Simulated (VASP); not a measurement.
A run of VASP 6.6.1 is set up as follows.

The input INCAR:

```
PREC = Accurate ; ENCUT = 520
EDIFF = 1E-7 ; ISMEAR = 0
SIGMA = 0.05 ; LREAL = F
LASPH = T ; NELM = 60
ALGO = Normal ; ISIF = 2
LWAVE = F ; LCHARG = F
GGA = PS ; NBANDS = 11
```

File KPOINTS:

```
Automatic mesh
0
Gamma
  10 10 10
```

Contents of POSCAR:

```
BeS
1.0
    0.0000000000      2.5101952612      2.4309464083
    2.4309464083      0.0000000000      2.4309464083
    2.4309464083      2.5101952612      0.0000000000
Be S
1 1
Direct
    0.0000000000      0.0000000000      0.0000000000
    0.7500000000      0.7500000000      0.7500000000
```

Potentials or basis: VASP PAW PBE potentials, release 64 (Be, S).

Launch:

```console
$ cat potpaw_PBE.64/Be/POTCAR potpaw_PBE.64/S/POTCAR > POTCAR
$ mpirun -np 1 vasp_std > vasp.out
```

Q: Predict the pressure.

A: -4.0 GPa.

Q: What does it give for the band gap on the k mesh?

A: 2.88 eV (least direct gap 5.32 eV).

Stress tensor (GPa, compression positive):
```
-3.00  0.00  0.00
 0.00 -6.11  0.00
 0.00  0.00 -3.00
```

Caveat: the cell stands under tension; the PAW data sets were made with another functional, which shifts forces and pressure a little. A k mesh can miss the band edges.
